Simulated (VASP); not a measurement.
Set up this calculation in VASP 6.6.1, as the native input.

```
Task                   : single point
Functional             : PBE
Potentials or basis    : VASP PAW PBE potentials, release 64 (Cs_sv, Ru_pv)
Cutoff                 : 520 eV
k mesh                 : 5 × 5 × 4
Occupations            : methfessel-paxton, width 0.025 eV
Spin                   : no spin polarisation
Dipole correction      : no
Further INCAR settings : ALGO = Fast; EDIFF = 1e-07; NBANDS = 18
```

The structure of CsRu lies in POSCAR:

```
CsRu
1.0
    4.1756000900      0.0000000000      0.0000000000
   -2.0878000500      3.6161757600      0.0000000000
    0.0000000000      0.0000000000      4.5241393300
Cs Ru
1 1
Direct
   -0.0112100000     -0.0023170000      0.0400830000
    0.3354210000      0.6848380000      0.4922730000
```

These files were run (other wordings do the same):

INCAR

```
ALGO = Fast
EDIFF = 1E-7
ENCUT = 520
GGA = PE
ISIF = 2
ISMEAR = 1
LASPH = True
LCHARG = True
LELF = True
LREAL = False
LVHAR = True
LWAVE = False
NBANDS = 18
NELM = 60
PREC = Accurate
SIGMA = 0.025
```

KPOINTS

```
k-points
0
Gamma
  5 5 4
```

Potentials or basis: VASP PAW PBE potentials, release 64 (Cs_sv, Ru_pv).

Launch:

```sh
$ cat potpaw_PBE.64/Cs_sv/POTCAR potpaw_PBE.64/Ru_pv/POTCAR > POTCAR
$ mpirun -np 1 vasp_std > vasp.out
```

Results of the run:

```yaml
Pressure: -3.5 GPa
Largest_force: 0.189 eV/Å
Band_gap_on_the_k_mesh: zero (an odd number of electrons rules out a gap without spin polarisation)
```

Caveat: the cell stands under tension; spin-orbit coupling is left out, which moves the levels of the heavy elements.

It took 47 s on 1 thread of Intel(R) Xeon(R) Platinum 8259CL CPU @ 2.50GHz (Skylake/Cascade Lake), on a shared host, peak memory 0.22 GiB.
